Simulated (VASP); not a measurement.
Runs of VASP 6.6.1 on Pb. The structure is that of space group I4/mmm (No. 139), or close to it. The cells are those of the table. 

```csv
cell,gap on the mesh (eV),pressure (GPa)
"a = 3.356, b = 3.356, c = 3.213 Å, angles 61.4, 61.4, 57.2°, 1 atom",none,11.4
"a = 3.563, b = 3.563, c = 3.633 Å, angles 59.4, 59.4, 61.3°, 1 atom",none,-3.3
"a = 3.284, b = 3.284, c = 3.353 Å, angles 59.3, 59.3, 61.4°, 1 atom",none,11.2
"a = 3.635, b = 3.635, c = 3.772 Å, angles 58.7, 58.7, 62.5°, 1 atom",none,(c)
"a = 3.496, b = 3.496, c = 3.353 Å, angles 61.3, 61.3, 57.3°, 1 atom",none,(b)
"a = 3.635, b = 3.635, c = 3.493 Å, angles 61.3, 61.3, 57.4°, 1 atom",none,(a)
"a = 3.504, b = 3.504, c = 3.772 Å, angles 57.4, 57.4, 65.1°, 1 atom",none,-2.9
"a = 3.504, b = 3.504, c = 3.213 Å, angles 62.7, 62.7, 54.6°, 1 atom",none,5.4
```

Alike in all rows: task single point; level PBEsol; potentials or basis VASP PAW PBE potentials, release 64 (Pb_d); no spin polarisation; k mesh 16 × 16 × 16; cutoff (eV) 520; smearing gaussian 0.15 eV.

Q: Estimate the missing entries.

A: (a) -3.2; (b) 2.1; (c) -5.1.

Caveats: the PAW data sets were made with another functional, which shifts forces and pressure a little; spin-orbit coupling is left out, which moves the levels of the heavy elements; the cell stands under pressure (at least some runs); the cell stands under tension (at least some runs).

A k mesh can miss the band edges, and the runs leave out spin-orbit coupling on Pb.

A gap of «none» marks levels without a gap at the run's occupations.
